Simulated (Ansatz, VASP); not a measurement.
## EuS3: VASP beside Ansatz

File INCAR:

```
ALGO = Normal
EDIFF = 1E-7
ENCUT = 520
GGA = PE
ISIF = 2
ISMEAR = 0
ISPIN = 2
LASPH = T
LCHARG = F
LMAXMIX = 6
LORBIT = 11
LREAL = F
LWAVE = F
MAGMOM = 7 0 0 0
NBANDS = 30
NELM = 150
PREC = Accurate
SIGMA = 0.1
```

File KPOINTS:

```
k-points
0
Gamma
  4 4 4
```

POSCAR

```
EuS3
1.0
    0.0000000000      4.0072081000      4.0072081000
    4.0072081000      0.0000000000      4.0072081000
    4.0072081000      4.0072081000      0.0000000000
Eu S
1 3
Direct
    0.0000000000      0.0000000000      0.0000000000
    0.7500000000      0.7500000000      0.7500000000
    0.5000000000      0.5000000000      0.5000000000
    0.2500000000      0.2500000000      0.2500000000
```

Input for Ansatz:

```yaml
crystal:
  lattice:
    - [0.0, 4.0072081, 4.0072081]
    - [4.0072081, 0.0, 4.0072081]
    - [4.0072081, 4.0072081, 0.0]
  atoms:
    - { symbol: Eu, position: [0.0, 0.0, 0.0], spin: 7.0 }
    - { symbol: S, position: [0.75, 0.75, 0.75] }
    - { symbol: S, position: [0.5, 0.5, 0.5] }
    - { symbol: S, position: [0.25, 0.25, 0.25] }
basis:
  ecutwfc: 420
kpoints:
  mp_grid: { grid: [4, 4, 4] }
hamiltonian:
  xc: pbe
scf:
  occupations: { method: gaussian, width: 0.1 }
  lower_state_search: "off"
output:
  forces: true
  stress: true
  eigenvalues: true
  populations: true
magnetization:
  spin_polarized: true
```

Change from the starting cell: species swapped into the NdMg3 type (Fm-3m, No. 225).

Alike in both runs: task single point; functional PBE; k mesh 4 × 4 × 4; occupations gaussian, width 0.1 eV; collinear spin.

|  | VASP | Ansatz |
| --- | --- | --- |
| version | VASP 6.6.1 | Ansatz 0.2.0 |
| potentials or method | VASP PAW PBE potentials, release 64 (Eu, S), cutoff 520 eV | scalar-relativistic, plane waves, PAW |
| valence electrons in the cell | 35 | 35 |

Ansatz gave:

* gap on the k mesh at the Fermi level (eV): none
* pressure (GPa): -9.3
* net moment per atom (μB): 2.37
* size of the moment on the site where the two differ most (μB): 1.37

Task: Which values does VASP return?

Result: gap on the k mesh at the Fermi level (eV): none; pressure (GPa): -9.4; net moment per atom (μB): 2.37; size of the moment on the site where the two differ most (μB): 0.93.

Site moments also hang on the region over which each program counts them. A gap of «none» marks a metal or a gap that the smearing closes.

Neither program's run includes spin-orbit coupling.
